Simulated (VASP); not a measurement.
# F (Fd-3m) in VASP: notebook

The runs below take F through single point, with r2SCAN.

Program: VASP 6.6.1. These are calculated values, not measurements. Logs are shortened: lines on timing, memory, paths and dates and some standing lists are left out, and cuts for length are marked.

## 1. The cell of the first run

The structure is cubic, space group Fd-3m (No. 227). Conventional cell: a = 4.844 Å, b = 4.844 Å, c = 4.844 Å, α = 90.00°, β = 90.00°, γ = 90.00°. F (site symmetry -43m) has 4 F at 2.10 Å within 2.8 Å.

## 2. Single point, r2SCAN

File POSCAR:

```
F
1.0
    0.0000000000      2.4222445997      2.4222445997
    2.4222445997      0.0000000000      2.4222445997
    2.4222445997      2.4222445997      0.0000000000
F
2
Direct
    0.0000000000      0.0000000000      0.0000000000
    0.2500000000      0.2500000000      0.2500000000
```

File INCAR.step1:

```
  ALGO = Normal
  EDIFF = 1E-4
  ENCUT = 520
  GGA = PE
  ISMEAR = -1
  LASPH = T
  LCHARG = F
  LREAL = F
  LWAVE = T
  NBANDS = 14
  NELM = 100
  PREC = Accurate
  SIGMA = 0.1
```

File INCAR.step2:

```
  ALGO = Normal
  EDIFF = 1E-7
  ENCUT = 520
  ISIF = 2
  ISMEAR = -1
  ISTART = 1
  LASPH = T
  LCHARG = F
  LMIXTAU = T
  LREAL = F
  LWAVE = F
  METAGGA = R2SCAN
  NBANDS = 14
  NELM = 100
  PREC = Accurate
  SIGMA = 0.1
```

File KPOINTS:

```
k-points
0
Gamma
  12 12 12
```

Potentials or basis: VASP PAW PBE potentials, release 64 (F).

Started as:

```
> cat potpaw_PBE.64/F/POTCAR > POTCAR
> cp INCAR.step1 INCAR
> mpirun -np 1 vasp_std > vasp.out
> cp INCAR.step2 INCAR
> mpirun -np 1 vasp_std > vasp.out
```

OUTCAR:

```text
EDIFF = 1E-7
   ENCUT = 520
   ISIF = 2
   ISMEAR = -1
   ISTART = 1
   LASPH = T
   LREAL = F
   METAGGA = R2SCAN
   NELM = 100
   PREC = Accurate

 ion  position               nearest neighbor table
   1  0.000  0.000  0.000-
   2  0.250  0.250  0.250-

  LATTYP: Found a face centered cubic cell.
 ALAT       =     4.8444891994

  Lattice vectors:

 A1 = (   0.0000000000,   2.4222445997,   2.4222445997)
 A2 = (   2.4222445997,   0.0000000000,   2.4222445997)
 A3 = (   2.4222445997,   2.4222445997,   0.0000000000)

Analysis of symmetry for initial positions (statically):
=====================================================================
 Subroutine PRICEL returns:
 Original cell was already a primitive cell.

 Routine SETGRP: Setting up the symmetry group for a
 face centered cubic supercell.

 Subroutine GETGRP returns: Found 48 space group operations
 (whereof 24 operations were pure point group operations)
 out of a pool of 48 trial point group operations.

The static configuration has the point symmetry T_d .
 The point group associated with its full space group is O_h .

Analysis of symmetry for dynamics (positions and initial velocities):
=====================================================================
 Subroutine PRICEL returns:
 Original cell was already a primitive cell.

 Routine SETGRP: Setting up the symmetry group for a
 face centered cubic supercell.

 Subroutine GETGRP returns: Found 48 space group operations
 (whereof 24 operations were pure point group operations)
 out of a pool of 48 trial point group operations.

The dynamic configuration has the point symmetry T_d .
 The point group associated with its full space group is O_h .

 Subroutine INISYM returns: Found 48 space group operations
 (whereof 24 operations are pure point group operations),
 and found     1 'primitive' translations

----------------------------------------------------------------------------------------

                                     Primitive cell

  volume of cell :      28.4239

  direct lattice vectors                    reciprocal lattice vectors
     0.000000000  2.422244600  2.422244600    -0.206420111  0.206420111  0.206420111
     2.422244600  0.000000000  2.422244600     0.206420111 -0.206420111  0.206420111
     2.422244600  2.422244600  0.000000000     0.206420111  0.206420111 -0.206420111

  length of vectors
[... 83 lines left out ...]
   LREAL  =      F    real-space projection
   EDIFFG = 0.1E-05   stopping-criterion for IOM
   NSW    =      0    number of steps for IOM
   IBRION =     -1    ionic relax: 0-MD 1-quasi-New 2-CG
   NFREE  =      0    steps in history (QN), initial steepest desc. (CG)
   ISIF   =      2    stress and relaxation
   ISYM   =      2    0-nonsym 1-usesym 2-fastsym
   POTIM  = 0.5000    time-step for ionic-motion
   TEBEG  =    0.0;   TEEND  =   0.0 temperature during run
   PSTRESS=    0.0 pullay stress
   NELECT =      14.0000    total number of electrons
   NUPDOWN=      -1.0000    fix difference up-down
   EMIN   =  10.00;   EMAX   =-10.00  energy-range for DOS
   EFERMI =   0.00;   METHOD = LEGACY
   ISMEAR =    -1;   SIGMA  =   0.10  broadening in eV -4-tet -1-fermi 0-gaus
   EFERMI_NEDOS =   21; number of points for ismear=-14 and -15
   IALGO  =     38    algorithm
   IMIX   =      4    mixing-type and parameters
     AMIX     =   0.40;   BMIX     =  1.00
     AMIX_MAG =   1.60;   BMIX_MAG =  1.00
  volume/ion in A,a.u.               =      14.21        95.91
  Fermi-wavevector in a.u.,A,eV,Ry     =   1.292874  2.443177 22.742451  1.671523
  Thomas-Fermi vector in A             =   2.424555
   LORBIT       =      0    0 simple, 1 ext, 2 COOP (PROOUT), +10 PAW based schemes
   METAGGA = R2SCAN    functional components
   LHFCALC =     F    Hartree Fock is set to
   AEXX    =    0.0000 exact exchange contribution
   IVDW    =     0    specifies the selected vdW correction
   LEPSILON=     F    determine dielectric tensor
   LRPA    =     F    only Hartree local field effects (RPA)
 non-spin polarized calculation
  energy-cutoff  :      520.00
  volume of cell :       28.42
 maximum number of plane-waves:       778
 NGX is ok and might be reduce to    28
   NGX = 13   NGY = 13   NGZ = 13

 number of electron      14.0000009 magnetization

 Free energy of the ion-electron system (eV)
  ---------------------------------------------------
  ext. energy  EPLUGINS =         0.00000000
  ---------------------------------------------------
  free energy    TOTEN  =        -4.01377485 eV

  energy without entropy =       -3.84014763  energy(sigma->0) =       -3.92696124

 E-fermi :  -5.4149     XC(G=0):  -8.6801

 val. band max:       -5.4166468418   @ k =   0.4167   0.1667   0.0000
 cond. band min:      -5.3931030946   @ k =   0.4167   0.2500   0.0833
 fundamental gap:      0.0235437472
 Fermi energy:        -5.4149102407

 k-point     1 :       0.0000    0.0000    0.0000
  band No.  band energies     occupation
      1     -28.6951      2.00000
      2     -25.8079      2.00000
      3      -7.9934      2.00000
      4      -7.9934      2.00000
      5      -7.9934      2.00000
      6      -6.1465      1.99867
      7      -6.1465      1.99867
      8      -6.1465      1.99867
      9       5.1539      0.00000
     10      19.7969      0.00000
     11      19.7969      0.00000
     12      19.7969      0.00000
     13      21.4632      0.00000
     14      21.4632      0.00000
[... 377 lines left out ...]
      1     -27.8848      2.00000
      2     -26.7013      2.00000
      3      -9.1479      2.00000
      4      -8.5711      2.00000
      5      -8.0358      2.00000
      6      -6.1478      1.99869
      7      -5.5515      1.59346
      8      -5.3179      0.54968
      9       9.0763      0.00000
     10      11.3915      0.00000
     11      15.8427      0.00000
     12      16.9535      0.00000
     13      22.4743      0.00000
     14      23.6708      0.00000

 [... further k-points ...]
[... 5 lines left out ...]
  --------------------------------------------------------------------------------------
  -------------------------------------------------------------------------------------
  Total       -0.3369596     -0.3369596     -0.3369596      0.0000000      0.0000000      0.0000000
  in kB      -18.9934758    -18.9934758    -18.9934758      0.0000000      0.0000000      0.0000000
  external PRESSURE =     -18.9934758 kB  Pullay stress =       0.0000000 kB

 VOLUME and BASIS-vectors are now :
 -----------------------------------------------------------------------------
  energy-cutoff  :      520.00
  volume of cell :       28.42
      direct lattice vectors                 reciprocal lattice vectors
     0.000000000  2.422244600  2.422244600    -0.206420111  0.206420111  0.206420111
     2.422244600  0.000000000  2.422244600     0.206420111 -0.206420111  0.206420111
     2.422244600  2.422244600  0.000000000     0.206420111  0.206420111 -0.206420111

 POSITION                                       TOTAL-FORCE (eV/Angst)
 -----------------------------------------------------------------------------------
      0.00000      0.00000      0.00000        -0.000000     -0.000000     -0.000000
      1.21112      1.21112      1.21112         0.000000      0.000000      0.000000
 -----------------------------------------------------------------------------------
    total drift:                                0.000000      0.000000      0.000000

  FREE ENERGIE OF THE ION-ELECTRON SYSTEM (eV)
  ---------------------------------------------------
  free  energy   TOTEN  =        -4.0137748473 eV

  energy  without entropy=       -3.8401476328  energy(sigma->0) =       -3.92696124
```

OUTCAR.step1:

```text
EDIFF = 1E-4
   ENCUT = 520
   GGA = PE
   ISMEAR = -1
   LASPH = T
   LREAL = F
[... 629 lines left out ...]
 -----------------------------------------------------------------------------------
      0.00000      0.00000      0.00000        -0.000000     -0.000000     -0.000000
      1.21112      1.21112      1.21112         0.000000      0.000000      0.000000
 -----------------------------------------------------------------------------------
    total drift:                                0.000000      0.000000      0.000000

  FREE ENERGIE OF THE ION-ELECTRON SYSTEM (eV)
  ---------------------------------------------------
  free  energy   TOTEN  =        -1.9993880010 eV

  energy  without entropy=       -1.8231272339  energy(sigma->0) =       -1.91125762
```

It took 56 s on 1 thread of Intel Xeon 6975P-C (Granite Rapids), shared host; peak memory 0.16 GiB.

Results:

| Property | Result |
| --- | --- |
| Free energy | -4.0138 eV |
| Pressure | -1.9 GPa |
| Band gap on the k mesh | zero (bands 7 and 8 overlap by 1.01 eV) |

Caveat: the PAW data sets were made with another functional, which shifts forces and pressure a little.

## 3. Single point, r2SCAN

This run uses another cell than the first one, of 14.65 Å³/atom.

File POSCAR:

```
F
1.0
    0.0000000000      2.4467133730      2.4467133730
    2.4467133730      0.0000000000      2.4467133730
    2.4467133730      2.4467133730      0.0000000000
F
2
Direct
    0.0000000000      0.0000000000      0.0000000000
    0.2500000000      0.2500000000      0.2500000000
```

File INCAR.step1:

```
SYSTEM = F
ALGO = Normal
EDIFF = 1E-4
ENCUT = 520
GGA = PE
ISMEAR = -1
LASPH = .TRUE.
LCHARG = .FALSE.
LREAL = .FALSE.
LWAVE = .TRUE.
NBANDS = 14
NELM = 80
PREC = Accurate
SIGMA = 0.1
```

File INCAR.step2:

```
SYSTEM = F
ALGO = Normal
EDIFF = 1E-7
ENCUT = 520
ISIF = 2
ISMEAR = -1
ISTART = 1
LASPH = .TRUE.
LCHARG = .TRUE.
LELF = .TRUE.
LMIXTAU = .TRUE.
LREAL = .FALSE.
LVHAR = .TRUE.
LWAVE = .FALSE.
METAGGA = R2SCAN
NBANDS = 14
NELM = 80
PREC = Accurate
SIGMA = 0.1
```

File KPOINTS:

```
k-points
0
G
  12 12 12
  0 0 0
```

Potentials or basis: VASP PAW PBE potentials, release 64 (F).

Started as:

```
> cat potpaw_PBE.64/F/POTCAR > POTCAR
> cp INCAR.step1 INCAR
> mpirun -np 1 vasp_std > vasp.out
> cp INCAR.step2 INCAR
> mpirun -np 1 vasp_std > vasp.out
```

OUTCAR:

```text
SYSTEM = F
   EDIFF = 1E-7
   ENCUT = 520
   ISIF = 2
   ISMEAR = -1
   ISTART = 1
   LASPH = .TRUE.
   LREAL = .FALSE.
   METAGGA = R2SCAN
   NELM = 80
   PREC = Accurate

 ion  position               nearest neighbor table
   1  0.000  0.000  0.000-
   2  0.250  0.250  0.250-

  LATTYP: Found a face centered cubic cell.
 ALAT       =     4.8934267460

  Lattice vectors:

 A1 = (   0.0000000000,   2.4467133730,   2.4467133730)
 A2 = (   2.4467133730,   0.0000000000,   2.4467133730)
 A3 = (   2.4467133730,   2.4467133730,   0.0000000000)

Analysis of symmetry for initial positions (statically):
=====================================================================
 Subroutine PRICEL returns:
 Original cell was already a primitive cell.

 Routine SETGRP: Setting up the symmetry group for a
 face centered cubic supercell.

 Subroutine GETGRP returns: Found 48 space group operations
 (whereof 24 operations were pure point group operations)
 out of a pool of 48 trial point group operations.

The static configuration has the point symmetry T_d .
 The point group associated with its full space group is O_h .

[... 167 lines left out ...]

 k-point     1 :       0.0000    0.0000    0.0000
  band No.  band energies     occupation
      1     -28.7486      2.00000
      2     -26.0412      2.00000
      3      -8.1119      2.00000
      4      -8.1119      2.00000
      5      -8.1119      2.00000
      6      -6.3367      1.99803
      7      -6.3367      1.99803
      8      -6.3367      1.99803
      9       4.9097      0.00000
     10      19.3755      0.00000
     11      19.3755      0.00000
     12      19.3755      0.00000
     13      21.0510      0.00000
     14      21.0510      0.00000
[... 377 lines left out ...]
      1     -27.9872      2.00000
      2     -26.8760      2.00000
      3      -9.2088      2.00000
      4      -8.6624      2.00000
      5      -8.1544      2.00000
      6      -6.3504      1.99829
      7      -5.7725      1.56563
      8      -5.5515      0.56667
      9       8.7938      0.00000
     10      11.0655      0.00000
     11      15.4247      0.00000
     12      16.5830      0.00000
     13      21.8875      0.00000
     14      23.1312      0.00000

 [... further k-points ...]
[... 5 lines left out ...]
  --------------------------------------------------------------------------------------
  -------------------------------------------------------------------------------------
  Total       -0.5412003     -0.5412003     -0.5412003      0.0000000     -0.0000000     -0.0000000
  in kB      -29.5998357    -29.5998357    -29.5998357      0.0000000     -0.0000000     -0.0000000
  external PRESSURE =     -29.5998357 kB  Pullay stress =       0.0000000 kB

 VOLUME and BASIS-vectors are now :
 -----------------------------------------------------------------------------
  energy-cutoff  :      520.00
  volume of cell :       29.29
      direct lattice vectors                 reciprocal lattice vectors
     0.000000000  2.446713373  2.446713373    -0.204355772  0.204355772  0.204355772
     2.446713373  0.000000000  2.446713373     0.204355772 -0.204355772  0.204355772
     2.446713373  2.446713373  0.000000000     0.204355772  0.204355772 -0.204355772

 POSITION                                       TOTAL-FORCE (eV/Angst)
 -----------------------------------------------------------------------------------
      0.00000      0.00000      0.00000        -0.000000     -0.000000      0.000000
      1.22336      1.22336      1.22336         0.000000      0.000000      0.000000
 -----------------------------------------------------------------------------------
    total drift:                                0.000000      0.000000      0.000000

  FREE ENERGIE OF THE ION-ELECTRON SYSTEM (eV)
  ---------------------------------------------------
  free  energy   TOTEN  =        -4.0031959216 eV

  energy  without entropy=       -3.8240583385  energy(sigma->0) =       -3.91362713
```

OUTCAR.step1:

```text
SYSTEM = F
   EDIFF = 1E-4
   ENCUT = 520
   GGA = PE
   ISMEAR = -1
[... 632 lines left out ...]
      0.00000      0.00000      0.00000         0.000000      0.000000      0.000000
      1.22336      1.22336      1.22336        -0.000000     -0.000000     -0.000000
 -----------------------------------------------------------------------------------
    total drift:                                0.000000      0.000000      0.000000

  FREE ENERGIE OF THE ION-ELECTRON SYSTEM (eV)
  ---------------------------------------------------
  free  energy   TOTEN  =        -2.0026401186 eV

  energy  without entropy=       -1.8209753332  energy(sigma->0) =       -1.91180773
```

OSZICAR.step1:

```text
N       E                     dE             d eps       ncg     rms          rms(c)
DAV:   1     0.539969856271E+02    0.53997E+02   -0.75773E+03  2056   0.921E+02
DAV:   2    -0.628944776530E+00   -0.54626E+02   -0.52576E+02  2466   0.208E+02
DAV:   3    -0.199755893619E+01   -0.13686E+01   -0.13523E+01  2490   0.306E+01
DAV:   4    -0.200164152436E+01   -0.40826E-02   -0.40825E-02  2442   0.200E+00
DAV:   5    -0.200165904932E+01   -0.17525E-04   -0.17526E-04  2432   0.117E-01    0.227E-01
DAV:   6    -0.200220376625E+01   -0.54472E-03   -0.11489E-04  1818   0.121E-01    0.137E-01
DAV:   7    -0.200263737539E+01   -0.43361E-03   -0.14468E-04  1854   0.144E-01    0.141E-02
DAV:   8    -0.200264011865E+01   -0.27433E-05   -0.80868E-06  1452   0.329E-02
   1 F= -.20026401E+01 E0= -.19118077E+01  d E =-.181665E+00
```

Run time: 54 s. Hardware: 1 thread of Intel Xeon 6975P-C (Granite Rapids), shared host; peak memory 0.16 GiB.

What came out:

```yaml
Free_energy: -4.0032 eV
Pressure: -3.0 GPa
Band_gap_on_the_k_mesh: zero (bands 7 and 8 overlap by 0.96 eV)
```

Caveat: the PAW data sets were made with another functional, which shifts forces and pressure a little.

## 4. Single point, r2SCAN

This run uses another cell than the first one, of 14.65 Å³/atom.

POSCAR is that of step 3.

File INCAR.step1:

```
  PREC = Accurate
  ENCUT = 520
  ISMEAR = -1
  SIGMA = 0.1
  LREAL = F
  LASPH = T
  NELM = 80
  NBANDS = 14
  GGA = PE
  ALGO = Normal
  EDIFF = 1E-4
  LWAVE = T
  LCHARG = F
```

File INCAR.step2:

```
  PREC = Accurate
  ENCUT = 520
  EDIFF = 1E-6
  ISMEAR = -1
  SIGMA = 0.1
  LREAL = F
  LASPH = T
  NELM = 80
  ALGO = Normal
  ISIF = 2
  LWAVE = F
  LCHARG = T
  METAGGA = R2SCAN
  LMIXTAU = T
  LELF = T
  LVHAR = T
  NBANDS = 14
  ISTART = 1
```

File KPOINTS:

```
Automatic mesh
0
Gamma
  12 12 12
```

Started as:

```
> cat potpaw_PBE.64/F/POTCAR > POTCAR
> cp INCAR.step1 INCAR
> mpirun -np 1 vasp_std > vasp.out
> cp INCAR.step2 INCAR
> mpirun -np 1 vasp_std > vasp.out
```

It took 51 s on 1 thread of Intel Xeon 6975P-C (Granite Rapids), shared host; peak memory 0.16 GiB.

The run converged. Its results:

```yaml
Free_energy: -4.0032 eV
Pressure: -3.0 GPa
Band_gap_on_the_k_mesh: zero (bands 7 and 8 overlap by 0.96 eV)
```

Levels at points of the mesh, in eV from the Fermi level:
| k point | band 4 | band 5 | band 6 | band 7 | band 8 | band 9 | band 10 | band 11 |
| --- | --- | --- | --- | --- | --- | --- | --- | --- |
| (0.00, 0.00, 0.00) | -2.47 | -2.47 | -0.69 | -0.69 | -0.69 | 10.55 | 25.02 | 25.02 |
| (0.50, 0.00, 0.00) | -2.92 | -2.92 | -0.25 | -0.23 | -0.23 | 14.34 | 16.53 | 22.16 |
| (0.50, 0.50, 0.00) | -3.43 | -1.79 | -1.79 | 0.27 | 0.27 | 15.34 | 15.34 | 23.04 |

Caveat: the PAW data sets were made with another functional, which shifts forces and pressure a little.

## 5. Single point, r2SCAN

This run uses another cell than the first one, of 15.08 Å³/atom.

File POSCAR:

```
F
1.0
    0.0000000000      2.4707022887      2.4707022887
    2.4707022887      0.0000000000      2.4707022887
    2.4707022887      2.4707022887      0.0000000000
F
2
Direct
    0.0000000000      0.0000000000      0.0000000000
    0.2500000000      0.2500000000      0.2500000000
```

File INCAR.step1:

```
PREC = Accurate
ENCUT = 520
ISMEAR = -1
SIGMA = 0.1
LREAL = F
LASPH = T
NELM = 80
NBANDS = 14
GGA = PE
ALGO = Normal
EDIFF = 1E-4
LWAVE = T
LCHARG = F
```

File INCAR.step2:

```
PREC = Accurate
ENCUT = 520
EDIFF = 1E-7
ISMEAR = -1
SIGMA = 0.1
LREAL = F
LASPH = T
NELM = 80
ALGO = Normal
ISIF = 2
LWAVE = F
LCHARG = F
METAGGA = R2SCAN
LMIXTAU = T
NBANDS = 14
ISTART = 1
```

KPOINTS is that of step 4.

Started as:

```
> cat potpaw_PBE.64/F/POTCAR > POTCAR
> cp INCAR.step1 INCAR
> mpirun -np 1 vasp_std > vasp.out
> cp INCAR.step2 INCAR
> mpirun -np 1 vasp_std > vasp.out
```

Run time: 50 s. Hardware: 1 thread of Intel Xeon 6975P-C (Granite Rapids), shared host; peak memory 0.16 GiB.

The run converged. Its results:

```yaml
Free_energy: -3.9873 eV
Pressure: -3.8 GPa
Band_gap_on_the_k_mesh: zero (bands 7 and 8 overlap by 0.91 eV)
```

Levels at points of the mesh, in eV from the Fermi level:
| k point | band 4 | band 5 | band 6 | band 7 | band 8 | band 9 | band 10 | band 11 |
| --- | --- | --- | --- | --- | --- | --- | --- | --- |
| (0.00, 0.00, 0.00) | -2.36 | -2.36 | -0.66 | -0.66 | -0.66 | 10.54 | 24.83 | 24.83 |
| (0.50, 0.00, 0.00) | -2.80 | -2.80 | -0.24 | -0.21 | -0.21 | 14.29 | 16.41 | 22.03 |
| (0.50, 0.50, 0.00) | -3.28 | -1.71 | -1.71 | 0.25 | 0.25 | 15.30 | 15.30 | 22.81 |

Caveat: the cell stands under tension; the PAW data sets were made with another functional, which shifts forces and pressure a little.

[end of part 1 of 2]
